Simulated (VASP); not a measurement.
# Zr (I4_1/amd) in VASP: further runs, part 2 of 2

VASP 6.6.1. Earlier steps stand in the parts before.

### 3 Single point, LDA

This run uses another cell than the first one, of 11.22 Å³/atom, 1.025 times its volume.

The input, INCAR:

```
  ALGO = Normal
  EDIFF = 1E-6
  ENCUT = 520
  ISIF = 2
  ISMEAR = -1
  LASPH = T
  LCHARG = F
  LREAL = F
  LWAVE = F
  NBANDS = 19
  NELM = 60
  PREC = Accurate
  SIGMA = 0.1
```

The input, KPOINTS:

```
k-points
0
Gamma
  18 18 18
```

The input, POSCAR:

```
Zr
1.0
   -2.1617238986      2.1617238986      1.2006401786
    2.1617238986     -2.1617238986      1.2006401786
    2.1617238986      2.1617238986     -1.2006401786
Zr
2
Direct
   -0.3750000000     -0.1250000000     -0.2500000000
    0.3750000000      0.1250000000      0.2500000000
```

Potentials or basis: VASP PAW LDA potentials, release 64 (Zr_sv).

The run is started by

```sh
> cat potpaw_LDA.64/Zr_sv/POTCAR > POTCAR
> mpirun -np 1 vasp_std > vasp.out
```

OUTCAR:

```text
EDIFF = 1E-6
   ENCUT = 520
   ISIF = 2
   ISMEAR = -1
   LASPH = T
   LREAL = F
   NELM = 60
   PREC = Accurate

 ion  position               nearest neighbor table
   1  0.625  0.875  0.750-   2 2.24   2 2.24   2 2.24   2 2.24   2 2.81   2 2.81   2 2.81   2 2.81
                             2 3.70   2 3.70
   2  0.375  0.125  0.250-   1 2.24   1 2.24   1 2.24   1 2.24   1 2.81   1 2.81   1 2.81   1 2.81
                             1 3.70   1 3.70

  LATTYP: Found a body centered tetragonal cell.
 ALAT       =     4.3234477972
 C/A-ratio  =     0.5554086622

  Lattice vectors:

 A1 = (  -2.1617238986,   2.1617238986,   1.2006401786)
 A2 = (   2.1617238986,  -2.1617238986,   1.2006401786)
 A3 = (   2.1617238986,   2.1617238986,  -1.2006401786)

Analysis of symmetry for initial positions (statically):
=====================================================================
 Subroutine PRICEL returns:
 Original cell was already a primitive cell.

 Routine SETGRP: Setting up the symmetry group for a
 body centered tetragonal supercell.

 Subroutine GETGRP returns: Found 16 space group operations
[... 162 lines left out ...]
  free energy    TOTEN  =        -9.37996391 eV

  energy without entropy =       -9.33815108  energy(sigma->0) =       -9.35905749

 E-fermi :  19.5354     XC(G=0): -15.0295

 val. band max:       19.5307703523   @ k =  -0.1111   0.5000   0.0556
 cond. band min:      19.5358501007   @ k =  -0.3333  -0.3889   0.0556
 fundamental gap:      0.0050797485
 Fermi energy:        19.5353919723

 k-point     1 :       0.0000    0.0000    0.0000
  band No.  band energies     occupation
      1     -30.6478      2.00000
      2     -26.9721      2.00000
      3     -10.0339      2.00000
      4     -10.0339      2.00000
      5      -4.3521      2.00000
      6      -4.2613      2.00000
[... 505 lines left out ...]
      6      -5.6552      2.00000
[... 11 lines left out ...]
     18      30.3296      0.00000
     19      32.0199      0.00000

 [... further k-points ...]

------------------------ aborting loop because EDIFF is reached ----------------------------------------

  FORCE on cell =-STRESS in cart. coord.  units (eV):
  Direction    XX          YY          ZZ          XY          YZ          ZX
  --------------------------------------------------------------------------------------
  -------------------------------------------------------------------------------------
  Total       31.3406820     31.3406820     31.1901935      0.0000000      0.0000000      0.0000000
  in kB     2237.4107114   2237.4107114   2226.6673441      0.0000000      0.0000000      0.0000000
  external PRESSURE =    2233.8295889 kB  Pullay stress =       0.0000000 kB

 VOLUME and BASIS-vectors are now :
 -----------------------------------------------------------------------------
  energy-cutoff  :      520.00
  volume of cell :       22.44
      direct lattice vectors                 reciprocal lattice vectors
    -2.161723899  2.161723899  1.200640179     0.000000000  0.231296883  0.416444501
     2.161723899 -2.161723899  1.200640179     0.231296883  0.000000000  0.416444501
     2.161723899  2.161723899 -1.200640179     0.231296883  0.231296883  0.000000000

 POSITION                                       TOTAL-FORCE (eV/Angst)
 -----------------------------------------------------------------------------------
      2.16172      1.08086      0.90048         0.000000     -0.000000     -0.000000
      0.00000      1.08086      0.30016        -0.000000      0.000000      0.000000
 -----------------------------------------------------------------------------------
    total drift:                               -0.000000      0.000000     -0.000000

  FREE ENERGIE OF THE ION-ELECTRON SYSTEM (eV)
  ---------------------------------------------------
  free  energy   TOTEN  =        -9.3799639076 eV

  energy  without entropy=       -9.3381510801  energy(sigma->0) =       -9.35905749
```

stdout:

```text
POSCAR found type information on POSCAR Zr
 POSCAR found :  1 types and       2 ions
 scaLAPACK will be used
 LDA part: xc-table for (Slater(with rela. corr.)+CA(PZ))
 , standard interpolation
 POSCAR, INCAR and KPOINTS ok, starting setup
 FFT: planning ... GRIDC
 FFT: planning ... GRID_SOFT
 FFT: planning ... GRID
 WAVECAR not read
 entering main loop
```

Run time: 6.5 min. Hardware: 1 thread of AMD EPYC 7R13, shared host; peak memory 0.23 GiB.

Results:

```
Free energy            : -9.3800 eV
Pressure               : 223.4 GPa
Band gap on the k mesh : zero (band 12 reaches 20.86 eV, above the bottom of band 13 at 17.29 eV)
```

Stress tensor (GPa, compression positive):
```
223.74   0.00   0.00
  0.00 223.74   0.00
  0.00   0.00 222.67
```

Levels at points of the mesh, in eV from the Fermi level:
```csv
k point,band 10,band 11,band 12,band 13,band 14,band 15
"(0.00, 0.00, 0.00)",-4.25,-3.82,-2.48,-1.63,3.77,3.77
"(0.50, 0.00, 0.00)",-5.41,-3.05,0.27,0.75,3.32,4.14
"(0.50, 0.50, 0.00)",-3.94,-1.51,-1.51,2.23,2.23,6.51
"(0.50, 0.50, 0.50)",-3.00,-0.17,-0.17,3.47,3.47,4.07
```

### 4 Single point, LDA

This run uses another cell than the first one, of 11.22 Å³/atom, 1.025 times its volume.

The input, INCAR:

```
  PREC = Accurate
  ENCUT = 520
  EDIFF = 1E-7
  ISMEAR = -1
  SIGMA = 0.1
  LREAL = False
  LASPH = True
  NELM = 60
  ALGO = Normal
  ISIF = 2
  LWAVE = False
  LCHARG = False
  GGA = CA
  NBANDS = 19
```

The input, KPOINTS:

```
regular mesh
0
Gamma
  18 18 18
```

The input, POSCAR:

```
Zr
1.0
   -2.1619145685      2.1619145685      1.2006305400
    2.1619145685     -2.1619145685      1.2006305400
    2.1619145685      2.1619145685     -1.2006305400
Zr
2
Direct
   -0.3750000000     -0.1250000000     -0.2500000000
    0.3750000000      0.1250000000      0.2500000000
```

The run is started by

```sh
> cat potpaw_LDA.64/Zr_sv/POTCAR > POTCAR
> mpirun -np 1 vasp_std > vasp.out
```

Wall time 6.3 min (1 thread of AMD EPYC 7R13, shared host); peak memory 0.24 GiB.

It converged, with:

```
Free energy            : -9.3852 eV
Pressure               : 223.2 GPa
Band gap on the k mesh : zero (band 12 reaches 20.86 eV, above the bottom of band 13 at 17.29 eV)
```

Stress tensor (GPa, compression positive):
```
223.59   0.00   0.00
  0.00 223.59   0.00
  0.00   0.00 222.58
```

Levels at points of the mesh, in eV from the Fermi level:
```
           k point  band 8  band 9  band 10  band 11  band 12  band 13  band 14  band 15  band 16  band 17
(0.00, 0.00, 0.00)  -23.46   -8.66    -4.25    -3.82    -2.48    -1.63     3.77     3.77     4.35     4.35
(0.50, 0.00, 0.00)  -23.41   -6.25    -5.41    -3.05     0.27     0.75     3.31     4.14     6.13     9.76
(0.50, 0.50, 0.00)  -23.55   -3.94    -3.94    -1.51    -1.51     2.23     2.23     6.51     6.51     7.93
(0.50, 0.50, 0.50)  -22.43   -3.00    -3.00    -0.17    -0.17     3.47     3.47     4.07     4.07     6.36
```

### 5 Summary

| task | cell | cutoff (eV) | gap on the mesh (eV) | pressure (GPa) |
| --- | --- | --- | --- | --- |
| relaxation of cell and atoms | relaxed to 220 GPa from a = 3.264 Å, angles 97.5, 97.5, 137.5°, 2 atoms | 600 | none | 220.0 |
| single point | a = 3.284 Å, angles 97.7, 97.7, 137.1°, 2 atoms | 520 | none | 223.4 |
| single point | a = 3.285 Å, angles 97.7, 97.7, 137.1°, 2 atoms | 520 | none | 223.2 |

Alike in all rows: level LDA; potentials or basis VASP PAW LDA potentials, release 64 (Zr_sv); no spin polarisation; k mesh 18 × 18 × 18; smearing fermi-dirac 0.1 eV.

Caveats: the cell is relaxed towards a set pressure, so the enthalpy falls and the energy may rise (some runs).

Total energies depend on the potentials used, so only differences within one code and one set of settings carry meaning.
